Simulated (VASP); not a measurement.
**ZnS: relaxation of cell and atoms with PBE+D3(BJ)**

Crystal: ZnS.

```
Zn S
1.0
     3.84535    0.00000    0.00000
    -1.92268    3.33017    0.00000
     0.00000    0.00000    6.31388
Zn S
2 2
Direct
  0.33333 0.66667 0.00485
  0.66667 0.33333 0.50485
  0.33333 0.66667 0.38015
  0.66667 0.33333 0.88015
```

| Quantity | Value |
| --- | --- |
| Program | VASP 6.6.1 |
| Task | relaxation of cell and atoms |
| Functional | PBE |
| Dispersion | D3(BJ) |
| Potentials or basis | VASP PAW PBE potentials, release 64 (Zn, S) |
| Cutoff | 600 eV |
| k mesh | 12 × 12 × 4 |
| Occupations | gaussian, width 0.02 eV |
| Spin | no spin polarisation |
| Dipole correction | no |
| Further INCAR settings | ALGO = Normal; EDIFF = 1e-07; IBRION = 2; EDIFFG = -0.02; NSW = 70; ISIF = 3 |

```
Relaxed volume                        : 19.50 Å³/atom
Relaxed cell                          : a = 3.801 Å, b = 3.801 Å, c = 6.233 Å, α = 90.00°, β = 90.00°, γ = 120.00°
Space group after relaxing (to 0.1 Å) : P6_3mc (No. 186)
Energy gained by relaxing             : 6.1 meV/atom
Ionic steps                           : 5
Pressure after relaxing               : 0.0 GPa
Largest force after relaxing          : 0.012 eV/Å
Band gap on the k mesh                : 2.24 eV
Dispersion energy per atom            : -0.312 eV
```

Forces on the atoms (eV/Å):
```
Zn   0.000  0.000  0.012
Zn   0.000  0.000  0.012
S    0.000  0.000 -0.012
S    0.000  0.000 -0.012
```

Stress tensor (GPa, compression positive):
```
-0.07  0.00  0.00
 0.00 -0.07  0.00
 0.00  0.00  0.02
```

Step by step:
```csv
step,energy change (eV),largest force (eV/Å),pressure (GPa),volume (Å³)
1,0.0000,0.0361,-2.57,80.85
2,-0.0224,0.0198,0.82,77.12
3,-0.0245,0.0245,0.02,77.92
4,-0.0245,0.0248,-0.03,77.98
5,-0.0246,0.0120,-0.04,77.98
```

Final structure:
```cif
data_structure
_symmetry_space_group_name_H-M 'P 1'
_symmetry_Int_Tables_number 1
_cell_length_a 3.8009
_cell_length_b 3.8009
_cell_length_c 6.2330
_cell_angle_alpha 90.000
_cell_angle_beta 90.000
_cell_angle_gamma 120.000
_cell_volume 77.98
loop_
_atom_site_label
_atom_site_type_symbol
_atom_site_fract_x
_atom_site_fract_y
_atom_site_fract_z
_atom_site_occupancy
Zn1 Zn 0.33333 0.66667 0.00524 1
Zn2 Zn 0.66667 0.33333 0.50524 1
S1 S 0.33333 0.66667 0.37976 1
S2 S 0.66667 0.33333 0.87976 1
```

Levels at points of the mesh, in eV from the valence-band top:
```
           k point  band 16  band 17  band 18  band 19  band 20  band 21
(0.00, 0.00, 0.00)    -0.08     0.00     0.00     2.24     3.11     6.31
(0.50, 0.00, 0.00)    -2.27    -1.71    -0.90     3.66     4.27     5.11
(0.00, 0.00, 0.50)    -0.47    -0.47    -0.47     3.58     3.58     6.76
(0.50, 0.00, 0.50)    -1.65    -1.63    -1.63     3.55     3.55     5.22
```

Wall time 3.6 min on 1 thread of AMD EPYC 9R45 96-Core Processor (Zen 5), with other jobs on the host, peak memory 0.27 GiB.

A k mesh can miss the band edges.
